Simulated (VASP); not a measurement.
Here is a VASP 6.6.1 calculation.

File POSCAR:

```
TiO2
1.0
    4.5969450695      0.0000000000      0.0000000000
    0.0000000000      4.5969450695      0.0000000000
    0.0000000000      0.0000000000      2.9535431401
Ti O
2 4
Direct
    0.0000000000      0.0000000000      0.0000000000
    0.5000000000      0.5000000000      0.5000000000
    0.3046314432      0.3046314432      0.0000000000
    0.1953685568      0.8046314432      0.5000000000
    0.6953685568      0.6953685568      0.0000000000
    0.8046314432      0.1953685568      0.5000000000
```

INCAR.step1

```
ALGO = Normal
EDIFF = 1E-4
ENCUT = 600
GGA = PE
ISMEAR = 0
LASPH = True
LCHARG = False
LREAL = False
LWAVE = True
NELM = 60
PREC = Accurate
SIGMA = 0.01
```

The input INCAR.step2:

```
ALGO = Normal
EDIFF = 1E-6
EDIFFG = -0.002
ENCUT = 600
IBRION = 2
ISIF = 3
ISMEAR = 0
ISTART = 1
LASPH = True
LCHARG = False
LMIXTAU = True
LREAL = False
LWAVE = False
METAGGA = R2SCAN
NELM = 60
NSW = 100
PREC = Accurate
PSTRESS = 70.0
SIGMA = 0.01
```

KPOINTS

```
k-points
0
Gamma
  4 4 6
```

Potentials or basis: VASP PAW PBE potentials, release 64 (Ti_sv, O).

Command:

```bash
$ cat potpaw_PBE.64/Ti_sv/POTCAR potpaw_PBE.64/O/POTCAR > POTCAR
$ cp INCAR.step1 INCAR
$ mpirun -np 1 vasp_std > vasp.out
$ cp INCAR.step2 INCAR
$ mpirun -np 1 vasp_std > vasp.out
```

What does it give for the band gap on the k mesh?

2.25 eV.

What does it give for the relaxed cell?

a = 4.548 Å, b = 4.548 Å, c = 2.944 Å, α = 90.00°, β = 90.00°, γ = 90.00°.

Final structure:
```cif
data_structure
_symmetry_space_group_name_H-M 'P 1'
_symmetry_Int_Tables_number 1
_cell_length_a 4.5479
_cell_length_b 4.5479
_cell_length_c 2.9437
_cell_angle_alpha 90.000
_cell_angle_beta 90.000
_cell_angle_gamma 90.000
_cell_volume 60.89
loop_
_atom_site_label
_atom_site_type_symbol
_atom_site_fract_x
_atom_site_fract_y
_atom_site_fract_z
_atom_site_occupancy
Ti1 Ti 0.00000 0.00000 0.00000 1
Ti2 Ti 0.50000 0.50000 0.50000 1
O1 O 0.30366 0.30366 0.00000 1
O2 O 0.19634 0.80366 0.50000 1
O3 O 0.69634 0.69634 0.00000 1
O4 O 0.80366 0.19634 0.50000 1
```

Caveat: the cell is relaxed towards a set pressure, so the run minimises the enthalpy, not the energy. A k mesh can miss the band edges.
